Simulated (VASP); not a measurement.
# TaN (P-62m) in VASP: further runs

Runs on TaN. Level: PBEsol. Tasks: electric field gradients.

All numbers are computed with VASP 6.6.1; they aren't measurements. Logs are shortened: lines on timing, memory, paths and dates and some standing lists are left out, and cuts for length are marked.

## Step 1: The cell of the first run

The structure is hexagonal, space group P-62m (No. 189). The conventional cell has a = 5.264 Å, b = 5.264 Å, c = 2.949 Å, α = 90.00°, β = 90.00°, γ = 120.00°. Within 3.1 Å of Ta (site symmetry -6) lie 6 N at 2.19 Å and 5 Ta at 2.95 to 3.04 Å. Within 2.7 Å of Ta (site symmetry -62m) lie 3 N at 2.07 Å. N (site symmetry m2m) has 5 Ta at 2.07 to 2.19 Å and 6 N at 2.81 to 2.95 Å within 3.0 Å.

## Step 2: Electric field gradients, PBEsol (11.80 Å³/atom)

Contents of INCAR:

```
SYSTEM = TaN
  PREC = Accurate
  ENCUT = 520
  EDIFF = 1E-8
  ISMEAR = -1
  SIGMA = 0.01
  LREAL = .FALSE.
  LASPH = .TRUE.
  NELM = 120
  ALGO = Normal
  ISIF = 2
  LWAVE = .FALSE.
  LCHARG = .FALSE.
  GGA = PS
  LEFG = .TRUE.
  NBANDS = 33
  GGA_COMPAT = .FALSE.
```

Contents of KPOINTS:

```
regular mesh
0
G
  6 6 9
  0 0 0
```

Contents of POSCAR:

```
TaN
1.0
    5.2643771406      0.0000000000      0.0000000000
   -2.6321885702      4.5590843388      0.0000000000
    0.0000000000      0.0000000000      2.9493070245
Ta N
3 3
Direct
    0.3333333333      0.6666666667      0.5000000000
    0.6666666667      0.3333333333      0.5000000000
    0.0000000000      0.0000000000      0.0000000000
    0.3928500000      0.0000000000      0.0000000000
    0.6071500000      0.6071500000      0.0000000000
    0.0000000000      0.3928500000      0.0000000000
```

Potentials or basis: VASP PAW PBE potentials, release 64 (Ta_pv, N).

Run with:

```bash
> cat potpaw_PBE.64/Ta_pv/POTCAR potpaw_PBE.64/N/POTCAR > POTCAR
> mpirun -np 1 vasp_std > vasp.out
```

OUTCAR:

```text
SYSTEM = TaN
   PREC = Accurate
   ENCUT = 520
   EDIFF = 1E-8
   ISMEAR = -1
   LREAL = .FALSE.
   LASPH = .TRUE.
   NELM = 120
   ISIF = 2
   GGA = PS

 ion  position               nearest neighbor table
   1  0.333  0.667  0.500-   4 2.19   4 2.19   6 2.19   6 2.19   5 2.19   5 2.19   2 3.04   2 3.04
                             2 3.04   3 3.38   3 3.38   3 3.38   3 3.38   3 3.38   3 3.38
   2  0.667  0.333  0.500-   6 2.19   6 2.19   4 2.19   4 2.19   5 2.19   5 2.19   1 3.04   1 3.04
                             1 3.04   3 3.38   3 3.38   3 3.38   3 3.38   3 3.38   3 3.38
   3  0.000  0.000  0.000-   6 2.07   5 2.07   4 2.07   2 3.38   1 3.38   1 3.38   2 3.38   1 3.38
                             1 3.38   2 3.38   2 3.38   2 3.38   2 3.38   1 3.38   1 3.38
   4  0.393  0.000  0.000-   3 2.07   1 2.19   1 2.19   2 2.19   2 2.19
   5  0.607  0.607  0.000-   3 2.07   2 2.19   2 2.19   1 2.19   1 2.19
   6  0.000  0.393  0.000-   3 2.07   2 2.19   2 2.19   1 2.19   1 2.19

  LATTYP: Found a hexagonal cell.
 ALAT       =     5.2643771406
 C/A-ratio  =     0.5602385516

  Lattice vectors:

 A1 = (   5.2643771406,   0.0000000000,   0.0000000000)
 A2 = (  -2.6321885702,   4.5590843388,   0.0000000000)
 A3 = (   0.0000000000,   0.0000000000,   2.9493070245)

Analysis of symmetry for initial positions (statically):
=====================================================================
 Subroutine PRICEL returns:
 Original cell was already a primitive cell.

 Routine SETGRP: Setting up the symmetry group for a
 hexagonal supercell.

 Subroutine GETGRP returns: Found 12 space group operations
 (whereof 12 operations were pure point group operations)
 out of a pool of 24 trial point group operations.

The static configuration has the point symmetry D_3h.

Analysis of symmetry for dynamics (positions and initial velocities):
=====================================================================
 Subroutine PRICEL returns:
 Original cell was already a primitive cell.

 Routine SETGRP: Setting up the symmetry group for a
 hexagonal supercell.

 Subroutine GETGRP returns: Found 12 space group operations
 (whereof 12 operations were pure point group operations)
[... 166 lines left out ...]
  band No.  band energies     occupation
      1     -28.4288      2.00000
      2     -28.4288      2.00000
      3     -28.1125      2.00000
      4     -28.1125      2.00000
      5     -27.9690      2.00000
      6     -27.8773      2.00000
[... 853 lines left out ...]
     32      11.2513      0.00000
     33      12.5687      0.00000

 [... further k-points ...]

------------------------ aborting loop because EDIFF is reached ----------------------------------------

  FORCE on cell =-STRESS in cart. coord.  units (eV):
  Direction    XX          YY          ZZ          XY          YZ          ZX
  --------------------------------------------------------------------------------------
  -------------------------------------------------------------------------------------
  Total       -6.1090245     -6.1090245     -7.1393447     -0.0000000     -0.0000000      0.0000000
  in kB     -138.2731460   -138.2731460   -161.5936632     -0.0000000     -0.0000000      0.0000000
  external PRESSURE =    -146.0466517 kB  Pullay stress =       0.0000000 kB

 VOLUME and BASIS-vectors are now :
 -----------------------------------------------------------------------------
  energy-cutoff  :      520.00
  volume of cell :       70.79
      direct lattice vectors                 reciprocal lattice vectors
     5.264377141  0.000000000  0.000000000     0.189955995  0.109671145  0.000000000
    -2.632188570  4.559084339  0.000000000     0.000000000  0.219342290  0.000000000
     0.000000000  0.000000000  2.949307024     0.000000000  0.000000000  0.339062699

 POSITION                                       TOTAL-FORCE (eV/Angst)
 -----------------------------------------------------------------------------------
     -0.00000      3.03939      1.47465         0.000000      0.000000     -0.000000
      2.63219      1.51969      1.47465         0.000000      0.000000     -0.000000
      0.00000      0.00000      0.00000         0.000000     -0.000000     -0.000000
      2.06811      0.00000      0.00000        -0.135992     -0.000000      0.000000
      1.59813      2.76805      0.00000         0.067996      0.117773     -0.000000
     -1.03406      1.79104      0.00000         0.067996     -0.117773      0.000000
 -----------------------------------------------------------------------------------
    total drift:                               -0.000001     -0.000002      0.000001

  FREE ENERGIE OF THE ION-ELECTRON SYSTEM (eV)
  ---------------------------------------------------
  free  energy   TOTEN  =       -71.2819428351 eV

  energy  without entropy=      -71.2808902569  energy(sigma->0) =      -71.28141655

 Electric field gradients (V/A^2)
---------------------------------------------------------------------
 ion       V_xx      V_yy      V_zz      V_xy      V_xz      V_yz
---------------------------------------------------------------------
   1      92.642    92.642  -185.284     0.000     0.000    -0.000
   2      92.642    92.642  -185.284     0.000     0.000    -0.000
   3     -80.476   -80.476   160.952    -0.000    -0.000    -0.000
   4     -14.734     4.819     9.915    -0.001    -0.000     0.000
   5      -0.069    -9.846     9.915    -8.467     0.000    -0.000
   6      -0.069    -9.846     9.915     8.466    -0.000    -0.000
---------------------------------------------------------------------

 Electric field gradients after diagonalization (V/A^2)
 (convention: |V_zz| > |V_xx| > |V_yy|)
----------------------------------------------------------------------
 ion       V_xx      V_yy      V_zz     asymmetry (V_yy - V_xx)/ V_zz
----------------------------------------------------------------------
   1      92.642    92.641  -185.284       0.000
   2      92.642    92.641  -185.284       0.000
   3     -80.476   -80.476   160.952       0.000
   4       9.915     4.819   -14.734       0.346
   5       9.915     4.820   -14.735       0.346
   6       9.915     4.819   -14.734       0.346
----------------------------------------------------------------------

           NMR quadrupolar parameters

 Cq : quadrupolar parameter    Cq=e*Q*V_zz/h
 eta: asymmetry parameters     (V_yy - V_xx)/ V_zz
 Q  : nuclear electric quadrupole moment in mb (millibarn)
----------------------------------------------------------------------
 ion       Cq(MHz)       eta       Q (mb)
----------------------------------------------------------------------
   1      -0.448       0.000       1.000
   2      -0.448       0.000       1.000
   3       0.389       0.000       1.000
   4      -0.036       0.346       1.000
   5      -0.036       0.346       1.000
   6      -0.036       0.346       1.000
----------------------------------------------------------------------
```

Run time: 2.6 min. Hardware: 1 thread of Intel Xeon 8259CL, shared host; peak memory 0.22 GiB.

What came out:

```yaml
Free_energy: -71.2819 eV
Pressure: -14.6 GPa
Largest_force: 0.136 eV/Å
Band_gap_on_the_k_mesh: zero (bands 24 and 25 overlap by 2.98 eV)
Largest_electric_field_gradient_by_atom: Ta -185.3, +161.0 (each value once); N -14.7 V/Å²
```

Forces on the atoms (eV/Å):
```
Ta   0.000  0.000  0.000
Ta   0.000  0.000  0.000
Ta   0.000  0.000  0.000
N   -0.136  0.000  0.000
N    0.068  0.118  0.000
N    0.068 -0.118  0.000
```

Levels at points of the mesh, in eV from the Fermi level:
| k point | band 22 | band 23 | band 24 | band 25 | band 26 | band 27 |
| --- | --- | --- | --- | --- | --- | --- |
| (0.00, 0.00, 0.00) | -3.21 | -1.84 | -0.84 | -0.84 | 0.58 | 0.58 |
| (0.50, 0.00, 0.00) | -3.69 | -2.72 | -2.49 | 1.14 | 1.71 | 1.85 |

Electric field gradients, principal values (V/Å²):
| atom | least | middle | greatest (by size) |
| --- | --- | --- | --- |
| 1 Ta | 92.641 | 92.642 | -185.284 |
| 2 Ta | 92.641 | 92.642 | -185.284 |
| 3 Ta | -80.476 | -80.476 | 160.952 |
| 4 N | 4.819 | 9.915 | -14.734 |
| 5 N | 4.820 | 9.915 | -14.735 |
| 6 N | 4.819 | 9.915 | -14.734 |

Caveat: the cell stands under tension; without QUAD_EFG the Cq values of the log hold for a quadrupole moment of 1 mb, not for the nuclei; the PAW data sets were made with another functional, which shifts forces and pressure a little; spin-orbit coupling is left out, which moves the levels of the heavy elements.

## Step 3: Electric field gradients, PBEsol (11.80 Å³/atom)

Contents of INCAR:

```
PREC = Accurate
ENCUT = 520
EDIFF = 1E-8
ISMEAR = -1
SIGMA = 0.01
LREAL = False
LASPH = True
NELM = 120
ALGO = Normal
ISIF = 2
LWAVE = False
LCHARG = False
GGA = PS
LEFG = True
NBANDS = 33
GGA_COMPAT = False
```

Contents of KPOINTS:

```
Automatic mesh
0
Gamma
  6 6 9
```

POSCAR is that of step 2.

Potentials or basis: VASP PAW PBE potentials, release 64 (Ta_pv, N).

Run with:

```bash
> cat potpaw_PBE.64/Ta_pv/POTCAR potpaw_PBE.64/N/POTCAR > POTCAR
> mpirun -np 1 vasp_std > vasp.out
```

OUTCAR:

```text
PREC = Accurate
   ENCUT = 520
   EDIFF = 1E-8
   ISMEAR = -1
   LREAL = False
   LASPH = True
   NELM = 120
   ISIF = 2
   GGA = PS

 ion  position               nearest neighbor table
   1  0.333  0.667  0.500-   4 2.19   4 2.19   6 2.19   6 2.19   5 2.19   5 2.19   2 3.04   2 3.04
                             2 3.04   3 3.38   3 3.38   3 3.38   3 3.38   3 3.38   3 3.38
   2  0.667  0.333  0.500-   6 2.19   6 2.19   4 2.19   4 2.19   5 2.19   5 2.19   1 3.04   1 3.04
                             1 3.04   3 3.38   3 3.38   3 3.38   3 3.38   3 3.38   3 3.38
   3  0.000  0.000  0.000-   6 2.07   5 2.07   4 2.07   2 3.38   1 3.38   1 3.38   2 3.38   1 3.38
                             1 3.38   2 3.38   2 3.38   2 3.38   2 3.38   1 3.38   1 3.38
   4  0.393  0.000  0.000-   3 2.07   1 2.19   1 2.19   2 2.19   2 2.19
   5  0.607  0.607  0.000-   3 2.07   2 2.19   2 2.19   1 2.19   1 2.19
   6  0.000  0.393  0.000-   3 2.07   2 2.19   2 2.19   1 2.19   1 2.19

  LATTYP: Found a hexagonal cell.
 ALAT       =     5.2643771406
 C/A-ratio  =     0.5602385516

  Lattice vectors:

 A1 = (   5.2643771406,   0.0000000000,   0.0000000000)
 A2 = (  -2.6321885702,   4.5590843388,   0.0000000000)
 A3 = (   0.0000000000,   0.0000000000,   2.9493070245)

Analysis of symmetry for initial positions (statically):
[... 1082 lines left out ...]
    total drift:                               -0.000001     -0.000002      0.000001

  FREE ENERGIE OF THE ION-ELECTRON SYSTEM (eV)
  ---------------------------------------------------
  free  energy   TOTEN  =       -71.2819428351 eV

  energy  without entropy=      -71.2808902569  energy(sigma->0) =      -71.28141655

 Electric field gradients (V/A^2)
---------------------------------------------------------------------
 ion       V_xx      V_yy      V_zz      V_xy      V_xz      V_yz
---------------------------------------------------------------------
   1      92.642    92.642  -185.284     0.000     0.000    -0.000
   2      92.642    92.642  -185.284     0.000     0.000    -0.000
   3     -80.476   -80.476   160.952    -0.000    -0.000    -0.000
   4     -14.734     4.819     9.915    -0.001    -0.000     0.000
   5      -0.069    -9.846     9.915    -8.467     0.000    -0.000
   6      -0.069    -9.846     9.915     8.466    -0.000    -0.000
---------------------------------------------------------------------

 Electric field gradients after diagonalization (V/A^2)
 (convention: |V_zz| > |V_xx| > |V_yy|)
----------------------------------------------------------------------
 ion       V_xx      V_yy      V_zz     asymmetry (V_yy - V_xx)/ V_zz
----------------------------------------------------------------------
   1      92.642    92.641  -185.284       0.000
   2      92.642    92.641  -185.284       0.000
   3     -80.476   -80.476   160.952       0.000
   4       9.915     4.819   -14.734       0.346
   5       9.915     4.820   -14.735       0.346
   6       9.915     4.819   -14.734       0.346
----------------------------------------------------------------------

           NMR quadrupolar parameters

 Cq : quadrupolar parameter    Cq=e*Q*V_zz/h
 eta: asymmetry parameters     (V_yy - V_xx)/ V_zz
 Q  : nuclear electric quadrupole moment in mb (millibarn)
----------------------------------------------------------------------
 ion       Cq(MHz)       eta       Q (mb)
----------------------------------------------------------------------
   1      -0.448       0.000       1.000
   2      -0.448       0.000       1.000
   3       0.389       0.000       1.000
   4      -0.036       0.346       1.000
   5      -0.036       0.346       1.000
   6      -0.036       0.346       1.000
----------------------------------------------------------------------
```

Wall time 2.6 min (1 thread of Intel Xeon 8259CL, shared host); peak memory 0.22 GiB.

What came out:

```yaml
Free_energy: -71.2819 eV
Pressure: -14.6 GPa
Largest_force: 0.136 eV/Å
Band_gap_on_the_k_mesh: zero (bands 24 and 25 overlap by 2.98 eV)
Largest_electric_field_gradient_by_atom: Ta -185.3, +161.0 (each value once); N -14.7 V/Å²
```

Forces on the atoms (eV/Å):
```
Ta   0.000  0.000  0.000
Ta   0.000  0.000  0.000
Ta   0.000  0.000  0.000
N   -0.136  0.000  0.000
N    0.068  0.118  0.000
N    0.068 -0.118  0.000
```

Stress tensor (GPa, compression positive):
```
-13.83   0.00   0.00
  0.00 -13.83   0.00
  0.00   0.00 -16.16
```

Electric field gradients, principal values (V/Å²):
```tsv
atom	least	middle	greatest (by size)
1 Ta	92.641	92.642	-185.284
2 Ta	92.641	92.642	-185.284
3 Ta	-80.476	-80.476	160.952
4 N	4.819	9.915	-14.734
5 N	4.820	9.915	-14.735
6 N	4.819	9.915	-14.734
```

Caveat: the cell stands under tension; without QUAD_EFG the Cq values of the log hold for a quadrupole moment of 1 mb, not for the nuclei; the PAW data sets were made with another functional, which shifts forces and pressure a little; spin-orbit coupling is left out, which moves the levels of the heavy elements.
